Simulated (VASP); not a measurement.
A run of VASP 6.6.1 is set up as follows.

Contents of INCAR:

```
SYSTEM = ZrC
ALGO = Normal ; EDIFF = 1E-7
ENCUT = 520 ; GGA = PE
ISIF = 2 ; ISMEAR = 0
LASPH = .True. ; LCHARG = .False.
LREAL = .False. ; LWAVE = .False.
NBANDS = 15 ; NELM = 60
PREC = Accurate ; SIGMA = 0.1
```

Contents of KPOINTS:

```
k-points
0
Gamma
  14 14 14
  0 0 0
```

The input POSCAR:

```
ZrC
1.0
    0.0000000000      2.3502100000      2.3502100000
    2.3502100000      0.0000000000      2.3502100000
    2.3502100000      2.3502100000      0.0000000000
Zr C
1 1
Direct
    0.5000000000      0.5000000000      0.5000000000
    0.0478680629     -0.0478680629      0.0478680629
```

Potentials or basis: VASP PAW PBE potentials, release 64 (Zr_sv, C).

The run is started by

```bash
$ cat potpaw_PBE.64/Zr_sv/POTCAR potpaw_PBE.64/C/POTCAR > POTCAR
$ mpirun -np 1 vasp_std > vasp.out
```

Predict the largest force.

1.849 eV/Å.

What does it give for the band gap on the k mesh?

Zero (band 8 reaches 9.94 eV, above the bottom of band 9 at 9.14 eV).

Estimate the pressure.

5.6 GPa.

Stress tensor (GPa, compression positive):
```
 0.85  0.00  0.00
 0.00 15.05  0.00
 0.00  0.00  0.85
```

Caveat: the cell differs from its parent crystal (one atom moved); forces of over 1 eV/Å act on the atoms, so gaps and moduli don't describe the material at rest.
